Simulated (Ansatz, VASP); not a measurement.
## One calculation of Ir, two programs

```
Ir
1.0
     0.00000    1.85967    2.04564
     1.85967    0.00000    2.04564
     1.85967    1.85967    0.00000
Ir
1
Direct
  0.00000 0.00000 0.00000
```

Alike in both runs: task single point; functional r2SCAN; k mesh 24 × 24 × 24; occupations gaussian, width 0.15 eV; no spin polarisation.

```csv
,VASP,Ansatz
version,VASP 6.6.1,Ansatz 0.2.0
potentials or method,"VASP PAW PBE potentials, release 64 (Ir_sv_GW), cutoff 620 eV","scalar-relativistic, plane waves, PAW"
valence electrons in the cell,17,17
```

```csv
,VASP,Ansatz,Ansatz less VASP
gap on the k mesh at the Fermi level (eV),none,none,-
pressure (GPa),2.9,3.9,+0.93
"traceless stress, the component that is largest in VASP (GPa)",-25.16,-25.18,-0.019
```

VASP's potentials were made for PBE, not for r2SCAN. A gap of «none» marks a metal or a gap that the smearing closes. With one functional, cell and mesh, what is left measures potentials, basis and numerics.

Neither program's run includes spin-orbit coupling.
